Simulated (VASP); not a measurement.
# TiSi16 (a cell with a defect) in VASP: a series of runs, part 2 of 3

VASP 6.6.1.

## Step 3: Single point, PBE

The input, INCAR:

```
SYSTEM = TiSi16
PREC     = Accurate       ! precision mode
ENCUT    = 520            ! plane-wave cutoff, eV
EDIFF    = 1E-7           ! SCF threshold, eV
ISMEAR   = -1             ! smearing method
SIGMA    = 0.02           ! smearing width, eV
LREAL    = Auto         
LASPH    = .True.         ! aspherical terms in the spheres
NELM     = 80             ! most SCF steps
ALGO     = Normal         ! electronic algorithm
ISIF     = 2              ! what is computed and relaxed
LWAVE    = .False.        ! write WAVECAR
LCHARG   = .False.        ! write CHGCAR
GGA      = PE             ! functional
NBANDS   = 52             ! bands
```

The input, KPOINTS:

```
regular mesh
0
Gamma
  2 2 2
  0 0 0
```

The input, POSCAR:

```
TiSi16
1.0
    0.0000000000      5.4300000000      5.4300000000
    5.4300000000      0.0000000000      5.4300000000
    5.4300000000      5.4300000000      0.0000000000
Si Ti
16 1
Direct
    0.0294935543     -0.0050368324      0.0477992634
    0.1019981584      0.1663812155      0.1875414365
   -0.0296132597      0.0306998158      0.5560957643
    0.0942909761      0.1211049724      0.6902025783
   -0.0066206262      0.5125506446     -0.0358655617
    0.0983149171      0.6164548803      0.1267311234
   -0.0416390424      0.4716574586      0.4906077348
    0.1110681400      0.6110865562      0.6107918969
    0.4789226519      0.0125690608      0.0877071823
    0.6241068140      0.1469244936      0.1909944751
    0.4576795580      0.0634806630      0.5851933702
    0.6067403315      0.1530939227      0.7127992634
    0.4918600368      0.5102762431      0.0207550645
    0.6119244936      0.6373020258      0.1574493554
    0.4755156538      0.5313720074      0.5153130755
    0.5586003683      0.6661694291      0.6531491713
    0.8140699816      0.8710681400      0.4397974217
```

Potentials or basis: VASP PAW PBE potentials, release 64 (Si, Ti_sv).

Command:

```sh
$ cat potpaw_PBE.64/Si/POTCAR potpaw_PBE.64/Ti_sv/POTCAR > POTCAR
$ mpirun -np 1 vasp_std > vasp.out
```

OUTCAR:

```text
SYSTEM = TiSi16
   PREC = Accurate
   ENCUT = 520
   EDIFF = 1E-7
   ISMEAR = -1
   LREAL = Auto
   LASPH = .True.
   NELM = 80
   ISIF = 2
   GGA = PE

 ion  position               nearest neighbor table
   1  0.029  0.995  0.048-   4 2.28   2 2.44   6 2.47  17 2.54  10 2.55
   2  0.102  0.166  0.188-   5 2.31   3 2.32   9 2.37   1 2.44
   3  0.970  0.031  0.556-   4 2.19  12 2.30   2 2.32   8 2.71  17 2.72   7 3.12
   4  0.094  0.121  0.690-   3 2.19   1 2.28   7 2.31  11 2.35
   5  0.993  0.513  0.964-   8 2.22   2 2.31   6 2.34  14 2.44
   6  0.098  0.616  0.127-   7 2.30   5 2.34   1 2.47  13 2.49
   7  0.958  0.472  0.491-   6 2.30   4 2.31  17 2.57  16 2.58   8 2.59   3 3.12
   8  0.111  0.611  0.611-   5 2.22  15 2.33   7 2.59  17 2.59   3 2.71
   9  0.479  0.013  0.088-  12 2.35   2 2.37  14 2.39  10 2.41
  10  0.624  0.147  0.191-  13 2.32   9 2.41  17 2.43  11 2.49   1 2.55
  11  0.458  0.063  0.585-  12 2.31  17 2.34   4 2.35  10 2.49  16 2.57
  12  0.607  0.153  0.713-   3 2.30  11 2.31   9 2.35  15 2.44
  13  0.492  0.510  0.021-  10 2.32  16 2.33  14 2.41   6 2.49
  14  0.612  0.637  0.157-  15 2.25   9 2.39  13 2.41   5 2.44
  15  0.476  0.531  0.515-  16 2.24  14 2.25   8 2.33  12 2.44
  16  0.559  0.666  0.653-  15 2.24  13 2.33  17 2.51  11 2.57   7 2.58
  17  0.814  0.871  0.440-  11 2.34  10 2.43  16 2.51   1 2.54   7 2.57   8 2.59   3 2.72

  LATTYP: Found a face centered cubic cell.
 ALAT       =    10.8600000000

  Lattice vectors:

 A1 = (   0.0000000000,   5.4300000000,   5.4300000000)
 A2 = (   5.4300000000,   0.0000000000,   5.4300000000)
 A3 = (   5.4300000000,   5.4300000000,   0.0000000000)

Analysis of symmetry for initial positions (statically):
=====================================================================
 Subroutine PRICEL returns:
 Original cell was already a primitive cell.

 Routine SETGRP: Setting up the symmetry group for a
 face centered cubic supercell.

 Subroutine GETGRP returns: Found  1 space group operations
 (whereof  1 operations were pure point group operations)
[... 153 lines left out ...]
   LORBIT       =      0    0 simple, 1 ext, 2 COOP (PROOUT), +10 PAW based schemes
   GGA     = PE    functional components
   LHFCALC =     F    Hartree Fock is set to
   AEXX    =    0.0000 exact exchange contribution
   IVDW    =     0    specifies the selected vdW correction
   LEPSILON=     F    determine dielectric tensor
   LRPA    =     F    only Hartree local field effects (RPA)
 non-spin polarized calculation
  energy-cutoff  :      520.00
  volume of cell :      320.21
 maximum number of plane-waves:      8646
 NGX is ok and might be reduce to    60
   NGX = 29   NGY = 29   NGZ = 29

 number of electron      76.0000000 magnetization

 Free energy of the ion-electron system (eV)
  ---------------------------------------------------
  ext. energy  EPLUGINS =         0.00000000
  ---------------------------------------------------
  free energy    TOTEN  =       -89.97035028 eV

  energy without entropy =      -89.96512132  energy(sigma->0) =      -89.96773580

 E-fermi :   6.8575     XC(G=0):  -9.8024

 val. band max:        6.8049939435   @ k =   0.5000   0.0000   0.5000
 cond. band min:       6.9103213981   @ k =   0.5000   0.5000   0.5000
 fundamental gap:      0.1053274546
 Fermi energy:         6.8574970289

 k-point     1 :       0.0000    0.0000    0.0000
  band No.  band energies     occupation
      1     -49.9554      2.00000
      2     -26.3729      2.00000
      3     -26.3002      2.00000
      4     -26.2499      2.00000
      5      -5.6860      2.00000
      6      -3.5396      2.00000
[... 413 lines left out ...]
     49       9.7838      0.00000
     50      10.1221      0.00000
 [bands above 50 left out]

------------------------ aborting loop because EDIFF is reached ----------------------------------------

  FORCE on cell =-STRESS in cart. coord.  units (eV):
  Direction    XX          YY          ZZ          XY          YZ          ZX
  --------------------------------------------------------------------------------------
  -------------------------------------------------------------------------------------
  Total        1.9785803      9.4424156      7.7967885      3.7064437     -1.1582241     -1.8973326
  in kB        9.8999903     47.2459090     39.0118777     18.5454984     -5.7952705     -9.4934610
  external PRESSURE =      32.0525923 kB  Pullay stress =       0.0000000 kB

 VOLUME and BASIS-vectors are now :
 -----------------------------------------------------------------------------
  energy-cutoff  :      520.00
  volume of cell :      320.21
      direct lattice vectors                 reciprocal lattice vectors
     0.000000000  5.430000000  5.430000000    -0.092081031  0.092081031  0.092081031
     5.430000000  0.000000000  5.430000000     0.092081031 -0.092081031  0.092081031
     5.430000000  5.430000000  0.000000000     0.092081031  0.092081031 -0.092081031

 POSITION                                       TOTAL-FORCE (eV/Angst)
 -----------------------------------------------------------------------------------
      5.66220      0.41970      5.56280         0.203083      0.103866     -0.645923
      1.92180      1.57220      1.45730        -0.992044     -0.070923     -0.099209
      3.18630      8.28880      5.43590        -1.563719     -0.513252     -1.343221
      4.40540      4.25980      1.16960         0.597373      1.071453      1.355849
      8.01840     10.62930      8.17720         1.914152      0.638965     -1.162050
      4.03550      1.22200      3.88120         0.023438      0.547760      1.359440
[... 9 lines left out ...]
      7.16390      6.57980      6.65050         0.419121      0.801069      0.652634
      7.11800      6.80850      9.15030        -0.962958      1.729689      1.975534
 -----------------------------------------------------------------------------------
    total drift:                                0.013660     -0.007400     -0.002205

  FREE ENERGIE OF THE ION-ELECTRON SYSTEM (eV)
  ---------------------------------------------------
  free  energy   TOTEN  =       -89.9703502805 eV

  energy  without entropy=      -89.9651213245  energy(sigma->0) =      -89.96773580
```

stdout:

```text
POSCAR found type information on POSCAR SiTi
 POSCAR found :  2 types and      17 ions
 scaLAPACK will be used
 LDA part: xc-table for (Slater+PW92), standard interpolation
 POSCAR, INCAR and KPOINTS ok, starting setup
 FFT: planning ... GRIDC
 FFT: planning ... GRID_SOFT
 FFT: planning ... GRID
 WAVECAR not read
 entering main loop
```

Run time: 2.3 min. Hardware: 1 thread of Intel Xeon 6975P-C (Granite Rapids), shared host; peak memory 0.49 GiB.

What came out:

```
Free energy            : -89.9704 eV
Pressure               : 3.2 GPa
Largest force          : 2.797 eV/Å
Band gap on the k mesh : zero (band 38 reaches 6.91 eV, above the bottom of band 39 at 6.63 eV)
```

Forces on the atoms (eV/Å):
```
Si   0.203  0.104 -0.646
Si  -0.992 -0.071 -0.099
Si  -1.564 -0.513 -1.343
Si   0.597  1.071  1.356
Si   1.914  0.639 -1.162
Si   0.023  0.548  1.359
Si   1.131  0.149 -0.236
Si  -0.376 -1.064  0.563
Si  -0.113  0.171  0.196
Si  -0.400 -1.011 -0.357
Si   0.231 -1.200 -1.360
Si   0.380 -0.625  0.110
Si   1.176 -0.345 -0.376
Si  -1.171 -1.008  0.855
Si  -0.495  0.625 -1.489
Si   0.419  0.801  0.653
Ti  -0.963  1.730  1.976
```

Stress tensor (GPa, compression positive):
```
 0.99  1.85 -0.95
 1.85  4.72 -0.58
-0.95 -0.58  3.90
```

Caveat: the k points lie up to 0.50 Å⁻¹ apart.

## Step 4: Single point, PBE

The input, INCAR:

```
SYSTEM = TiSi16
PREC = Accurate
ENCUT = 520
EDIFF = 1E-6
ISMEAR = -1
SIGMA = 0.02
LREAL = Auto
LASPH = .True.
NELM = 60
ALGO = Normal
ISIF = 2
LWAVE = .False.
LCHARG = .False.
GGA = PE
NBANDS = 52
```

The input, KPOINTS:

```
Automatic mesh
0
Gamma
  2 2 2
  0 0 0
```

The input, POSCAR:

```
TiSi16
1.0
    0.0000000000      5.4300000000      5.4300000000
    5.4300000000      0.0000000000      5.4300000000
    5.4300000000      5.4300000000      0.0000000000
Si Ti
16 1
Direct
    0.0356998158      0.0028084715      0.0014640884
    0.1129373849      0.1255340700      0.1878545120
   -0.0187200737     -0.0515561694      0.5854788214
    0.0846593002      0.1649539595      0.6234806630
   -0.0684990792      0.4941528545      0.0718508287
    0.0916666667      0.6528637201      0.1125322284
   -0.0101473297      0.5362615101      0.4897421731
    0.0952025783      0.5981307551      0.6781675875
    0.4744475138      0.0228453039      0.0338213628
    0.6237569061      0.1456353591      0.1318232044
    0.4324769797      0.0238029466      0.5689226519
    0.6082688766      0.1433701657      0.6638121547
    0.4457550645      0.5104880295      0.0645211786
    0.5780018416      0.6375046041      0.1668968692
    0.4795211786      0.5233149171      0.5303130755
    0.5774769797      0.6636648250      0.6802946593
    0.8533425414      0.9164364641      0.3790331492
```

Command:

```sh
$ cat potpaw_PBE.64/Si/POTCAR potpaw_PBE.64/Ti_sv/POTCAR > POTCAR
$ mpirun -np 1 vasp_std > vasp.out
```

It took 2.5 min on 1 thread of Intel Xeon 6975P-C (Granite Rapids), shared host; peak memory 0.5 GiB.

It converged, with:

```
Free energy            : -90.4239 eV
Pressure               : 4.0 GPa
Largest force          : 2.573 eV/Å
Band gap on the k mesh : zero (band 38 reaches 6.96 eV, above the bottom of band 39 at 6.55 eV)
```

Forces on the atoms (eV/Å):
```
Si   0.106 -1.667  1.206
Si   0.348 -0.609 -0.471
Si   1.760 -0.321  1.849
Si   0.657 -0.459 -0.820
Si  -1.647  0.392  1.190
Si   0.262 -0.127 -0.453
Si  -0.370  0.082 -1.711
Si  -0.431  1.680 -0.226
Si  -0.793  0.803 -0.004
Si   0.493  1.002 -0.436
Si  -0.563  0.664  2.048
Si  -0.244 -1.022 -0.350
Si  -1.325 -0.190  0.635
Si   1.367 -0.743  0.296
Si   0.972  0.641 -0.591
Si  -1.142  0.222 -0.517
Ti   0.549 -0.349 -1.644
```

Stress tensor (GPa, compression positive):
```
 4.10 -1.26  1.93
-1.26  4.51  0.33
 1.93  0.33  3.53
```

Levels at points of the mesh, in eV from the Fermi level:
| k point | band 35 | band 36 | band 37 | band 38 | band 39 | band 40 | band 41 | band 42 |
| --- | --- | --- | --- | --- | --- | --- | --- | --- |
| (0.00, 0.00, 0.00) | -1.04 | -1.02 | -0.84 | -0.52 | -0.40 | 0.05 | 0.08 | 0.29 |
| (0.50, 0.00, 0.00) | -1.34 | -1.03 | -0.36 | 0.01 | 0.09 | 0.27 | 0.51 | 0.64 |
| (0.00, 0.50, 0.00) | -1.41 | -1.19 | -0.49 | -0.18 | 0.15 | 0.35 | 0.55 | 0.93 |
| (0.00, 0.00, 0.50) | -1.50 | -1.45 | -0.37 | -0.02 | 0.09 | 0.30 | 0.41 | 0.60 |
| (0.50, 0.50, 0.50) | -1.38 | -1.37 | -0.45 | -0.26 | 0.13 | 0.33 | 0.54 | 0.89 |
| (0.50, 0.50, 0.00) | -1.84 | -1.65 | -0.67 | -0.04 | 0.55 | 0.81 | 0.96 | 1.16 |
| (0.00, 0.50, 0.50) | -1.90 | -1.53 | -0.41 | -0.10 | 0.36 | 0.66 | 0.85 | 1.10 |
| (0.50, 0.00, 0.50) | -1.87 | -1.56 | -0.73 | -0.21 | 0.32 | 0.93 | 1.04 | 1.20 |

Caveat: the k points lie up to 0.50 Å⁻¹ apart.

## Step 5: Single point, PBE

The input, INCAR:

```
PREC = Accurate ; ENCUT = 520
EDIFF = 1E-7 ; ISMEAR = -1
SIGMA = 0.02 ; LREAL = Auto
LASPH = True ; NELM = 100
ALGO = Normal ; ISIF = 2
LWAVE = False ; LCHARG = True
GGA = PE ; LELF = True
LVHAR = True ; NBANDS = 52
```

The input, KPOINTS:

```
Automatic mesh
0
Gamma
  2 2 2
```

The input, POSCAR:

```
TiSi16
1.0
    0.0000000000      5.4300000000      5.4300000000
    5.4300000000      0.0000000000      5.4300000000
    5.4300000000      5.4300000000      0.0000000000
Si Ti
16 1
Direct
   -0.0696593002     -0.0004696133      0.0462338858
    0.1249355433      0.1123572744      0.1208287293
    0.1068968692     -0.0734162063      0.4994198895
    0.0521823204      0.1382412523      0.6766206262
    0.0224033149      0.5007826888     -0.0153867403
    0.1525322284      0.5916666667      0.1479097606
   -0.1468047882      0.5081860037      0.5955893186
    0.1418876611      0.5524401473      0.5997145488
    0.4897974217      0.0170902394      0.0125046041
    0.5035267035      0.1945027624      0.1937845304
    0.4339963168      0.1381399632      0.5444383057
    0.6647882136      0.1112154696      0.6781952118
    0.5109760589      0.5457458564      0.0293001842
    0.6386095764      0.6751841621      0.1405801105
    0.5022928177      0.4905064457      0.5344843462
    0.4833149171      0.7535727440      0.6359668508
    0.8127532228      0.8800644567      0.4675230203
```

Potentials or basis: VASP PAW PBE potentials, release 64 (Si, Ti_sv).

Command:

```sh
$ cat potpaw_PBE.64/Si/POTCAR potpaw_PBE.64/Ti_sv/POTCAR > POTCAR
$ mpirun -np 1 vasp_std > vasp.out
```

OUTCAR:

```text
PREC = Accurate
   ENCUT = 520
   EDIFF = 1E-7
   ISMEAR = -1
   LREAL = Auto
   LASPH = True
   NELM = 100
   ISIF = 2
   GGA = PE

 ion  position               nearest neighbor table
   1  0.930  1.000  0.046-   4 2.32   2 2.44   6 2.62  17 2.66  10 2.71
   2  0.125  0.112  0.121-   9 2.30   1 2.44   5 2.44   3 2.48  17 3.03
   3  0.107  0.927  0.499-   4 2.37   8 2.48   2 2.48  17 2.60  12 2.81  16 3.00
[... 649 lines left out ...]
  Total       -1.0918135     -1.8960828      2.3375175      0.7805057     -1.2033008      3.1074454
  in kB       -5.4629792     -9.4872077     11.6959623      3.9053252     -6.0208153     15.5483608
  external PRESSURE =      -1.0847415 kB  Pullay stress =       0.0000000 kB

 VOLUME and BASIS-vectors are now :
 -----------------------------------------------------------------------------
  energy-cutoff  :      520.00
  volume of cell :      320.21
      direct lattice vectors                 reciprocal lattice vectors
     0.000000000  5.430000000  5.430000000    -0.092081031  0.092081031  0.092081031
     5.430000000  0.000000000  5.430000000     0.092081031 -0.092081031  0.092081031
     5.430000000  5.430000000  0.000000000     0.092081031  0.092081031 -0.092081031

 POSITION                                       TOTAL-FORCE (eV/Angst)
 -----------------------------------------------------------------------------------
      5.67850      5.30280     10.47920         0.060380      0.846930     -0.300184
      1.26620      1.33450      1.28850         0.968689     -0.484935     -0.657928
      7.74320      3.29230      5.61180         0.358133     -0.216865      0.217023
      4.42470      3.95740      1.03400        -0.225074      0.228841      0.549844
      8.06570      5.46810      2.84090         0.067788      0.199170     -0.275048
      4.01590      1.63140      4.04100         1.385523     -1.075201     -0.446620
[... 9 lines left out ...]
      7.54520      6.07770      6.71630         0.084805      0.678047     -0.637588
      7.31740      6.95190      9.19200        -1.972297     -0.981219      0.977369
 -----------------------------------------------------------------------------------
    total drift:                               -0.005681     -0.002774      0.004460

  FREE ENERGIE OF THE ION-ELECTRON SYSTEM (eV)
  ---------------------------------------------------
  free  energy   TOTEN  =       -88.2115621195 eV

  energy  without entropy=      -88.1969533835  energy(sigma->0) =      -88.20425775
```

OSZICAR:

```text
N       E                     dE             d eps       ncg     rms          rms(c)
DAV:   1     0.332645829023E+03    0.33265E+03   -0.30625E+04   856   0.126E+03
DAV:   2    -0.536381196301E+02   -0.38628E+03   -0.36732E+03   956   0.242E+02
DAV:   3    -0.889421542608E+02   -0.35304E+02   -0.34139E+02  1220   0.661E+01
DAV:   4    -0.914228564962E+02   -0.24807E+01   -0.24606E+01  1296   0.153E+01
DAV:   5    -0.914968077300E+02   -0.73951E-01   -0.73918E-01  1144   0.247E+00    0.170E+01
DAV:   6    -0.915915424162E+02   -0.94735E-01   -0.25261E+01  1184   0.240E+01    0.205E+01
DAV:   7    -0.889410739325E+02    0.26505E+01   -0.44236E+01  1168   0.329E+01    0.897E+00
DAV:   8    -0.883543139646E+02    0.58676E+00   -0.22769E+00   992   0.612E+00    0.335E+00
DAV:   9    -0.882135714190E+02    0.14074E+00   -0.57599E-01  1264   0.329E+00    0.815E-01
DAV:  10    -0.882108112973E+02    0.27601E-02   -0.51374E-02  1096   0.863E-01    0.510E-01
DAV:  11    -0.882119875410E+02   -0.11762E-02   -0.75851E-03  1136   0.358E-01    0.332E-01
DAV:  12    -0.882115125362E+02    0.47500E-03   -0.25247E-03  1096   0.268E-01    0.826E-02
DAV:  13    -0.882115614935E+02   -0.48957E-04   -0.21525E-04  1000   0.669E-02    0.290E-02
DAV:  14    -0.882115604603E+02    0.10333E-05   -0.25633E-05  1112   0.231E-02    0.936E-03
DAV:  15    -0.882115617743E+02   -0.13140E-05   -0.51676E-06  1104   0.934E-03    0.361E-03
DAV:  16    -0.882115621340E+02   -0.35971E-06   -0.66254E-07   984   0.354E-03    0.168E-03
DAV:  17    -0.882115621195E+02    0.14485E-07   -0.94575E-08   560   0.141E-03
   1 F= -.88211562E+02 E0= -.88204258E+02  d E =-.146087E-01
```

stdout:

```text
POSCAR found type information on POSCAR SiTi
 POSCAR found :  2 types and      17 ions
 scaLAPACK will be used
 LDA part: xc-table for (Slater+PW92), standard interpolation
 POSCAR, INCAR and KPOINTS ok, starting setup
 FFT: planning ... GRIDC
 FFT: planning ... GRID_SOFT
 FFT: planning ... GRID
 WAVECAR not read
 entering main loop
```

It took 3.4 min on 1 thread of Intel Xeon 6975P-C (Granite Rapids), shared host; peak memory 0.5 GiB.

What came out:

| Property | Result |
| --- | --- |
| Free energy | -88.2116 eV |
| Pressure | -0.1 GPa |
| Largest force | 3.171 eV/Å |
| Band gap on the k mesh | zero (band 38 reaches 6.78 eV, above the bottom of band 39 at 6.64 eV) |

Forces in eV/Å, atoms in the order of the input:
```
Si   0.060  0.847 -0.300
Si   0.969 -0.485 -0.658
Si   0.358 -0.217  0.217
Si  -0.225  0.229  0.550
Si   0.068  0.199 -0.275
Si   1.386 -1.075 -0.447
Si  -0.850  0.030 -0.279
Si   0.759  0.837  0.132
Si   2.715  0.193 -0.526
Si  -1.179  0.542  0.753
Si   0.991 -0.892 -1.683
Si  -0.889 -0.808  2.602
Si  -0.864 -1.242  0.165
Si  -1.442  2.454 -1.397
Si   0.031 -0.309  0.806
Si   0.085  0.678 -0.638
Ti  -1.972 -0.981  0.977
```

Levels at points of the mesh, in eV from the Fermi level:
| k point | band 35 | band 36 | band 37 | band 38 | band 39 | band 40 | band 41 | band 42 |
| --- | --- | --- | --- | --- | --- | --- | --- | --- |
| (0.00, 0.00, 0.00) | -0.72 | -0.57 | -0.41 | -0.16 | 0.01 | 0.23 | 0.41 | 0.59 |
| (0.50, 0.00, 0.00) | -0.94 | -0.76 | -0.36 | -0.15 | -0.01 | 0.17 | 0.78 | 1.12 |
| (0.00, 0.50, 0.00) | -0.89 | -0.51 | -0.32 | -0.18 | 0.02 | 0.45 | 0.53 | 0.97 |
| (0.00, 0.00, 0.50) | -1.15 | -0.56 | -0.43 | -0.16 | 0.10 | 0.49 | 0.61 | 0.77 |
| (0.50, 0.50, 0.50) | -0.87 | -0.50 | -0.44 | -0.03 | 0.24 | 0.48 | 0.73 | 0.81 |
| (0.50, 0.50, 0.00) | -0.99 | -0.66 | -0.30 | -0.03 | 0.50 | 0.66 | 1.04 | 1.11 |
| (0.00, 0.50, 0.50) | -1.25 | -1.01 | -0.64 | -0.19 | 0.62 | 0.88 | 1.03 | 1.07 |
| (0.50, 0.00, 0.50) | -1.17 | -0.50 | -0.46 | 0.12 | 0.58 | 0.83 | 0.98 | 1.04 |

Caveat: the k points lie up to 0.50 Å⁻¹ apart.

(Part 2 of 3 ends here.)
